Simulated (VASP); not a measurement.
# CdS (Hawleyite) (F-43m) in VASP: a series of runs, part 2 of 2

VASP 6.6.1. The steps go on from the part before.

### 4 Single point, revPBE+D3(BJ)

INCAR

```
PREC = Accurate
ENCUT = 520
EDIFF = 1E-6
ISMEAR = -1
SIGMA = 0.05
LREAL = False
LASPH = True
NELM = 80
ALGO = Normal
ISIF = 2
LWAVE = False
LCHARG = False
GGA = RE
IVDW = 12
NBANDS = 16
```

KPOINTS

```
Automatic mesh
0
Gamma
  8 8 8
```

POSCAR

```
CdS
1.0
    0.0000000000      2.9737007966      2.9737007966
    2.9737007966      0.0000000000      2.9737007966
    2.9737007966      2.9737007966      0.0000000000
Cd S
1 1
Direct
    0.0000000000      0.0000000000      0.0000000000
    0.7500000000      0.7500000000      0.7500000000
```

Potentials or basis: VASP PAW PBE potentials, release 64 (Cd, S).

Launch:

```console
$ cat potpaw_PBE.64/Cd/POTCAR potpaw_PBE.64/S/POTCAR > POTCAR
$ mpirun -np 1 vasp_std > vasp.out
```

OUTCAR:

```text
PREC = Accurate
   ENCUT = 520
   EDIFF = 1E-6
   ISMEAR = -1
   LREAL = False
   LASPH = True
   NELM = 80
   ISIF = 2
   GGA = RE
   IVDW = 12
 IVDW          = 12

 ion  position               nearest neighbor table
   1  0.000  0.000  0.000-   2 2.58   2 2.58   2 2.58   2 2.58
   2  0.750  0.750  0.750-   1 2.58   1 2.58   1 2.58   1 2.58

  LATTYP: Found a face centered cubic cell.
 ALAT       =     5.9474015932

  Lattice vectors:

 A1 = (   0.0000000000,   2.9737007966,   2.9737007966)
 A2 = (   2.9737007966,   0.0000000000,   2.9737007966)
 A3 = (   2.9737007966,   2.9737007966,   0.0000000000)

Analysis of symmetry for initial positions (statically):
=====================================================================
 Subroutine PRICEL returns:
 Original cell was already a primitive cell.

 Routine SETGRP: Setting up the symmetry group for a
 face centered cubic supercell.

 Subroutine GETGRP returns: Found 24 space group operations
 (whereof 24 operations were pure point group operations)
 out of a pool of 48 trial point group operations.

The static configuration has the point symmetry T_d .

Analysis of symmetry for dynamics (positions and initial velocities):
=====================================================================
 Subroutine PRICEL returns:
 Original cell was already a primitive cell.

 Routine SETGRP: Setting up the symmetry group for a
 face centered cubic supercell.

 Subroutine GETGRP returns: Found 24 space group operations
 (whereof 24 operations were pure point group operations)
 out of a pool of 48 trial point group operations.

The dynamic configuration has the point symmetry T_d .

 Subroutine INISYM returns: Found 24 space group operations
 (whereof 24 operations are pure point group operations),
 and found     1 'primitive' translations

----------------------------------------------------------------------------------------

                                     Primitive cell

  volume of cell :      52.5923

  direct lattice vectors                    reciprocal lattice vectors
     0.000000000  2.973700797  2.973700797    -0.168140655  0.168140655  0.168140655
     2.973700797  0.000000000  2.973700797     0.168140655 -0.168140655  0.168140655
     2.973700797  2.973700797  0.000000000     0.168140655  0.168140655 -0.168140655

  length of vectors
     4.205447997  4.205447997  4.205447997     0.291228157  0.291228157  0.291228157

  position of ions in fractional coordinates (direct lattice)
     0.000000000  0.000000000  0.000000000
     0.750000000  0.750000000  0.750000000

  ion indices of the primitive-cell ions
   primitive index   ion index
                 1           1
                 2           2

----------------------------------------------------------------------------------------

 KPOINTS: Automatic mesh

Automatic generation of k-mesh.
 Grid dimensions read from file:
 generate k-points for:    8    8    8

 Generating k-lattice:

  Cartesian coordinates                     Fractional coordinates (reciprocal lattice)
    -0.021017582  0.021017582  0.021017582     0.125000000  0.000000000  0.000000000
     0.021017582 -0.021017582  0.021017582     0.000000000  0.125000000  0.000000000
     0.021017582  0.021017582 -0.021017582     0.000000000  0.000000000  0.125000000

  Length of vectors
     0.036403520  0.036403520  0.036403520

  Shift w.r.t. Gamma in fractional coordinates (k-lattice)
     0.000000000  0.000000000  0.000000000

 Subroutine IBZKPT returns following result:
 ===========================================

 Found     29 irreducible k-points:

 Following reciprocal coordinates:
            Coordinates               Weight
  0.000000  0.000000  0.000000      1.000000
  0.125000  0.000000  0.000000      8.000000
  0.250000  0.000000  0.000000      8.000000
  0.375000  0.000000  0.000000      8.000000
  0.500000  0.000000  0.000000      4.000000
  0.125000  0.125000  0.000000      6.000000
[... 16 lines left out ...]
  0.500000  0.250000  0.125000     48.000000
 -0.375000  0.250000  0.125000     24.000000
 [... further k-points ...]
   k-points           NKPTS =     29   k-points in BZ     NKDIM =     29   number of bands    NBANDS=     16
   number of dos      NEDOS =    301   number of ions     NIONS =      2
   total plane-waves  NPLWV =  32768
   dimension x,y,z NGX =    32 NGY =   32 NGZ =   32
   dimension x,y,z NGXF=    64 NGYF=   64 NGZF=   64
   ions per type =               1   1
   NGX,Y,Z   is equivalent  to a cutoff of  12.65, 12.65, 12.65 a.u.
   NGXF,Y,Z  is equivalent  to a cutoff of  25.30, 25.30, 25.30 a.u.
 SYSTEM =  unknown system
   PREC   = accura    normal or accurate (medium, high low for compatibility)
   ISTART =      0    job   : 0-new  1-cont  2-samecut
   ICHARG =      2    charge: 1-file 2-atom 10-const
   ISPIN  =      1    spin polarized calculation?
   LNONCOLLINEAR =      F non collinear calculations
   LSORBIT =      F    spin-orbit coupling
   LASPH  =      T    aspherical Exc in radial PAW
   ENCUT  =  520.0 eV  38.22 Ry    6.18 a.u.   7.82  7.82  7.82*2*pi/ulx,y,z
   NELM   =     80;   NELMIN=  2; NELMDL= -5     # of ELM steps
   EDIFF  = 0.1E-05   stopping-criterion for ELM
   LREAL  =      F    real-space projection
   EDIFFG = 0.1E-04   stopping-criterion for IOM
   NSW    =      0    number of steps for IOM
   IBRION =     -1    ionic relax: 0-MD 1-quasi-New 2-CG
   NFREE  =      0    steps in history (QN), initial steepest desc. (CG)
   ISIF   =      2    stress and relaxation
   ISYM   =      2    0-nonsym 1-usesym 2-fastsym
   POTIM  = 0.5000    time-step for ionic-motion
   TEBEG  =    0.0;   TEEND  =   0.0 temperature during run
   PSTRESS=    0.0 pullay stress
   NELECT =      18.0000    total number of electrons
   NUPDOWN=      -1.0000    fix difference up-down
   EMIN   =  10.00;   EMAX   =-10.00  energy-range for DOS
   EFERMI =   0.00;   METHOD = LEGACY
   ISMEAR =    -1;   SIGMA  =   0.05  broadening in eV -4-tet -1-fermi 0-gaus
   EFERMI_NEDOS =   21; number of points for ismear=-14 and -15
   IALGO  =     38    algorithm
   IMIX   =      4    mixing-type and parameters
     AMIX     =   0.40;   BMIX     =  1.00
     AMIX_MAG =   1.60;   BMIX_MAG =  1.00
  volume/ion in A,a.u.               =      26.30       177.46
  Fermi-wavevector in a.u.,A,eV,Ry     =   1.145140  2.164000 17.841925  1.311344
  Thomas-Fermi vector in A             =   2.281829
   LORBIT       =      0    0 simple, 1 ext, 2 COOP (PROOUT), +10 PAW based schemes
   GGA     = RE    functional components
   LHFCALC =     F    Hartree Fock is set to
   AEXX    =    0.0000 exact exchange contribution
   IVDW    =    12    specifies the selected vdW correction
   LEPSILON=     F    determine dielectric tensor
   LRPA    =     F    only Hartree local field effects (RPA)
 non-spin polarized calculation
  energy-cutoff  :      520.00
  volume of cell :       52.59
 maximum number of plane-waves:      1428
   NGX = 15   NGY = 15   NGZ = 15

 number of electron      17.9999999 magnetization

 Free energy of the ion-electron system (eV)
  ---------------------------------------------------
  ext. energy  EPLUGINS =         0.00000000
  ---------------------------------------------------
  free energy    TOTEN  =        -5.58725809 eV

  energy without entropy =       -5.58725798  energy(sigma->0) =       -5.58725804

 E-fermi :   1.5456     XC(G=0):  -8.6852

 val. band max:        0.9249048655   @ k =   0.0000   0.0000   0.0000
 cond. band min:       2.0818655714   @ k =   0.0000   0.0000   0.0000
 fundamental gap:      1.1569607059
 Fermi energy:         1.5456075677

 k-point     1 :       0.0000    0.0000    0.0000
  band No.  band energies     occupation
      1     -11.0868      2.00000
      2      -6.6143      2.00000
      3      -6.6143      2.00000
      4      -6.6143      2.00000
      5      -6.2126      2.00000
      6      -6.2126      2.00000
[... 8 lines left out ...]
     15      12.3128      0.00000
     16      12.3128      0.00000
[... 419 lines left out ...]
 k-point    24 :      -0.3750    0.2500    0.1250
  band No.  band energies     occupation
      1     -10.6654      2.00000
      2      -6.4728      2.00000
      3      -6.4427      2.00000
      4      -6.2306      2.00000
      5      -6.1891      2.00000
      6      -5.7820      2.00000
[... 8 lines left out ...]
     15      13.1509      0.00000
     16      13.9224      0.00000

 [... further k-points ...]

------------------------ aborting loop because EDIFF is reached ----------------------------------------

 Edisp (eV)   -1.10444

 E8    (eV) :    -0.7475

  FORCE on cell =-STRESS in cart. coord.  units (eV):
  Direction    XX          YY          ZZ          XY          YZ          ZX
  --------------------------------------------------------------------------------------
  -------------------------------------------------------------------------------------
  Total      -0.88343    -0.88343    -0.88343     0.00000    -0.00000     0.00000
  in kB     -26.91306   -26.91306   -26.91306     0.00000    -0.00000     0.00000
  external pressure =      -26.91 kB  Pullay stress =        0.00 kB

 VOLUME and BASIS-vectors are now :
 -----------------------------------------------------------------------------
  energy-cutoff  :      520.00
  volume of cell :       52.59
      direct lattice vectors                 reciprocal lattice vectors
     0.000000000  2.973700797  2.973700797    -0.168140655  0.168140655  0.168140655
     2.973700797  0.000000000  2.973700797     0.168140655 -0.168140655  0.168140655
     2.973700797  2.973700797  0.000000000     0.168140655  0.168140655 -0.168140655

 POSITION                                       TOTAL-FORCE (eV/Angst)
 -----------------------------------------------------------------------------------
      0.00000      0.00000      0.00000         0.000000      0.000000      0.000000
      4.46055      4.46055      4.46055        -0.000000     -0.000000     -0.000000
 -----------------------------------------------------------------------------------
    total drift:                                0.000001      0.000001      0.000001

  FREE ENERGIE OF THE ION-ELECTRON SYSTEM (eV)
  ---------------------------------------------------
  free  energy   TOTEN  =        -6.6916966680 eV

  energy  without entropy=       -6.6916965553  energy(sigma->0) =       -6.69169661
```

stdout:

```text
POSCAR found type information on POSCAR CdS
 POSCAR found :  2 types and       2 ions
 scaLAPACK will be used
 -----------------------------------------------------------------------------
|                                                                             |
|                                                                             |
|     You enforced a specific xc type in the INCAR file but a different       |
|     I HOPE YOU KNOW WHAT YOU ARE DOING!                                     |
|                                                                             |
 -----------------------------------------------------------------------------

 LDA part: xc-table for (Slater+PW92), standard interpolation
 POSCAR, INCAR and KPOINTS ok, starting setup
 FFT: planning ... GRIDC
 FFT: planning ... GRID_SOFT
 FFT: planning ... GRID
 WAVECAR not read
 entering main loop
```

Run time: 24 s. Hardware: 1 thread of Intel Xeon Platinum 8375C at 2.90GHz (Ice Lake), shared host; peak memory 0.18 GiB.

Results:

```yaml
Free_energy: -6.6917 eV
Pressure: -2.7 GPa
Band_gap_on_the_k_mesh: 1.16 eV, direct
Dispersion_energy_per_atom: -0.552 eV
```

Caveat: the PAW data sets were made with another functional, which shifts forces and pressure a little. A hybrid or GW would open this gap; revPBE tends to underestimate it.

### 5 Summary

```csv
level,cell,gap on the mesh (eV),pressure (GPa)
RPBE,"a = 4.205 Å, angles 60.0°, 2 atoms",1.20,1.8
revPBE+D3(BJ),"a = 4.179 Å, angles 60.0°, 2 atoms",1.20,-1.8
revPBE+D3(BJ),"a = 4.205 Å, angles 60.0°, 2 atoms",1.16,-2.7
```

Alike in all rows: task single point; potentials or basis VASP PAW PBE potentials, release 64 (Cd, S); no spin polarisation; k mesh 8 × 8 × 8; cutoff (eV) 520; smearing fermi-dirac 0.05 eV.

Caveats: the PAW data sets were made with another functional, which shifts forces and pressure a little.

Total energies depend on the potentials used, so only differences within one code and one set of settings carry meaning.
